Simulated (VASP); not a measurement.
Pt: single point with PBE

Pt:

```
Pt
1.0
     0.00000    1.98506    1.98506
     1.96520    0.00000    1.98506
     1.96520    1.98506    0.00000
Pt
1
Direct
  0.00000 0.00000 0.00000
```

This cell differs from its parent crystal: strain -0.0100 x Voigt [1, 0, 0, 0, 0, 0].

```json
{
  "Program": "VASP 6.6.1",
  "Task": "single point",
  "Functional": "PBE",
  "Potentials or basis": "VASP PAW PBE potentials, release 64 (Pt)",
  "Cutoff": "520 eV",
  "k mesh": "26 × 26 × 26",
  "Occupations": "gaussian, width 0.15 eV",
  "Spin": "no spin polarisation"
}
```

The pressure is 2.1 GPa. The band gap on the k mesh is zero (band 5 reaches 11.27 eV, above the bottom of band 6 at 9.14 eV).

Stress tensor (GPa, compression positive):
```
2.73 0.00 0.00
0.00 1.83 0.00
0.00 0.00 1.83
```

Levels at points of the mesh, in eV from the Fermi level:
| k point | band 3 | band 4 | band 5 | band 6 | band 7 | band 8 |
| --- | --- | --- | --- | --- | --- | --- |
| (0.00, 0.00, 0.00) | -3.66 | -3.55 | -1.63 | -1.50 | 14.72 | 19.45 |
| (0.50, 0.00, 0.00) | -3.63 | -0.36 | 0.01 | 0.06 | 5.64 | 14.27 |
| (0.50, 0.50, 0.00) | 0.00 | 0.42 | 0.51 | 1.77 | 8.51 | 11.34 |
| (0.00, 0.50, 0.50) | 0.00 | 0.47 | 0.47 | 1.96 | 8.77 | 11.19 |

Wall time 67 s on 1 thread of Intel(R) Xeon(R) 6975P-C (Granite Rapids), with other jobs on the host, peak memory 0.34 GiB.

Caveat: the cell differs from its parent crystal (strain -0.0100 x Voigt [1, 0, 0, 0, 0, 0]); spin-orbit coupling is left out, which moves the levels of the heavy elements.
